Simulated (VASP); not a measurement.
Mo: relaxation of cell and atoms with PBE

Mo:

```
CELL_PARAMETERS angstrom
0.00000 2.72500 2.72500
2.72500 0.00000 2.72500
2.72500 2.72500 0.00000
ATOMIC_POSITIONS crystal
Mo 0.00000 0.00000 0.00000
Mo 0.25000 0.25000 0.25000
```

This isn't the form of Mo at room conditions, which is bcc.

```json
{
 "Program": "VASP 6.6.1",
 "Task": "relaxation of cell and atoms",
 "Functional": "PBE",
 "Potentials or basis": "VASP PAW PBE potentials, release 64 (Mo_sv)",
 "Cutoff": "600 eV",
 "k mesh": "14 × 14 × 14",
 "Occupations": "fermi-dirac, width 0.1 eV",
 "Spin": "no spin polarisation",
 "Target pressure": "10 GPa",
 "Dipole correction": "no",
 "Further INCAR settings": "ALGO = Normal; EDIFF = 1e-06; IBRION = 2; EDIFFG = -0.01; NSW = 80; ISIF = 3"
}
```

```
Relaxed volume                                             : 21.34 Å³/atom
Relaxed cell                                               : a = 3.923 Å, b = 3.923 Å, c = 3.923 Å, α = 60.00°, β = 60.00°, γ = 60.00°
Space group after relaxing (to 0.1 Å)                      : Fd-3m (No. 227)
Energy change on relaxing (the run minimises the enthalpy) : -97.5 meV/atom
Ionic steps                                                : 4
Pressure after relaxing                                    : 9.9 GPa
Band gap on the k mesh                                     : zero (bands 14 and 15 overlap by 0.61 eV)
```

The path:
| step | energy change (eV) | largest force (eV/Å) | pressure (GPa) | volume (Å³) |
| --- | --- | --- | --- | --- |
| 1 | 0.0000 | 0.0000 | 18.60 | 40.47 |
| 2 | -0.2917 | 0.0000 | -2.07 | 47.17 |
| 3 | -0.1991 | 0.0000 | 9.76 | 42.75 |
| 4 | -0.1949 | 0.0000 | 9.93 | 42.68 |

Final structure:
```
Mo
1.0
     0.00000    2.77379    2.77379
     2.77379    0.00000    2.77379
     2.77379    2.77379    0.00000
Mo
2
Cartesian
  0.0000 0.0000 0.0000
  1.3869 1.3869 1.3869
```

Levels at points of the mesh, in eV from the Fermi level:
```csv
k point,band 10,band 11,band 12,band 13,band 14,band 15,band 16,band 17,band 18
"(0.00, 0.00, 0.00)",-2.51,-2.51,-1.45,-1.45,-1.45,1.40,1.40,1.40,4.74
"(0.50, 0.00, 0.00)",-2.23,-2.23,-2.20,-1.78,-1.78,0.46,2.47,2.47,3.93
"(0.50, 0.50, 0.00)",-3.38,-1.73,-1.73,0.15,0.15,0.51,0.51,4.26,4.26
```

Run time: 4.3 min on 1 thread of Intel Xeon 8259CL, on a shared host, peak memory 0.21 GiB.

Caveat: the cell is relaxed towards a set pressure, so the run minimises the enthalpy, not the energy.
